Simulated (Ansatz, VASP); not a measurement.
**One calculation of InP, two programs**

```xyz
2
Lattice="0.0000 3.1503 2.9305 3.1503 0.0000 2.9305 3.1503 3.1503 0.0000" Properties=species:S:1:pos:R:3 pbc="T T T"
In    0.0000    0.0000    0.0000
P     4.7254    4.7254    4.3957
```

Change from the starting cell: strain +0.0750 x Voigt [1, 1, 0, 0, 0, 0], atoms carried along.

Alike in both runs: task single point; functional PBEsol; k mesh 8 × 8 × 8; occupations gaussian, width 0.05 eV; no spin polarisation.

|  | VASP | Ansatz |
| --- | --- | --- |
| version | VASP 6.6.1 | Ansatz 0.2.0 |
| potentials or method | VASP PAW PBE potentials, release 64 (In_d, P), cutoff 520 eV | scalar-relativistic, plane waves, PAW |
| valence electrons in the cell | 18 | 18 |

|  | VASP | Ansatz | Ansatz less VASP |
| --- | --- | --- | --- |
| gap on the k mesh at the Fermi level (eV) | 0.22 | 0.22 | 0.000 |
| least direct gap on the mesh (eV) | 0.27 | 0.27 | +0.001 |
| pressure (GPa) | -6.6 | -6.6 | 0.00 |
| traceless stress, the component that is largest in VASP (GPa) | 1.82 | 1.83 | +0.001 |

VASP's potentials were made for PBE, not for PBEsol.
